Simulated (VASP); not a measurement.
The system is GaN.

```
Ga N
1.0
     2.70828    0.00000    0.00000
     0.00000    3.05702    0.00000
     0.00000    0.00000    7.06329
Ga N
3 3
Direct
  0.50000 0.50000 0.17805
  0.50000 0.50000 0.82195
  0.00000 0.00000 0.50000
  0.50000 0.00000 0.32195
  0.00000 0.50000 0.00000
  0.50000 0.00000 0.67805
```

| Item | Value |
| --- | --- |
| Program | VASP 6.6.1 |
| Task | relaxation of cell and atoms |
| Functional | PBE |
| Potentials or basis | VASP PAW PBE potentials, release 64 (Ga_d, N) |
| Cutoff | 600 eV |
| k mesh | 6 × 6 × 4 |
| Occupations | gaussian, width 0.1 eV |
| Spin | no spin polarisation |

At the start: pressure 58.9 GPa; volume 9.75 Å³/atom.

Question: Where does the relaxation end?

Answer: Over 7 steps the energy falls by 402.9 meV/atom and the volume is 12.19 Å³/atom (+25.0 %); space group Pmmm (No. 47, to 0.05 Å).

The path:
| step | energy change (eV) | largest force (eV/Å) | pressure (GPa) | volume (Å³) |
| --- | --- | --- | --- | --- |
| 1 | 0.0000 | 0.8371 | 58.92 | 58.48 |
| 2 | -0.2209 | 0.5803 | -22.83 | 94.05 |
| 3 | -2.3553 | 0.8819 | -1.35 | 73.46 |
| 4 | -2.3598 | 0.8885 | -0.05 | 72.89 |
| 5 | -2.3602 | 0.8910 | 0.60 | 72.58 |
| 6 | -2.4070 | 0.4155 | -0.27 | 73.35 |
| 7 | -2.4173 | 0.0141 | -0.10 | 73.13 |

Final structure:
```xyz
6
Lattice="2.9943 0.0000 0.0000 0.0000 3.2122 0.0000 0.0000 0.0000 7.6027" Properties=species:S:1:pos:R:3 pbc="T T T"
Ga    1.4972    1.6061    1.3094
Ga    1.4972    1.6061    6.2934
Ga    0.0000    0.0000    3.8014
N     1.4972    0.0000    2.4474
N     0.0000    1.6061    0.0000
N     1.4972    0.0000    5.1553
```

Caveat: the k points lie up to 0.35 Å⁻¹ apart in the final cell; the volume moved by over 15 % at a fixed basis, so the end points are rough.
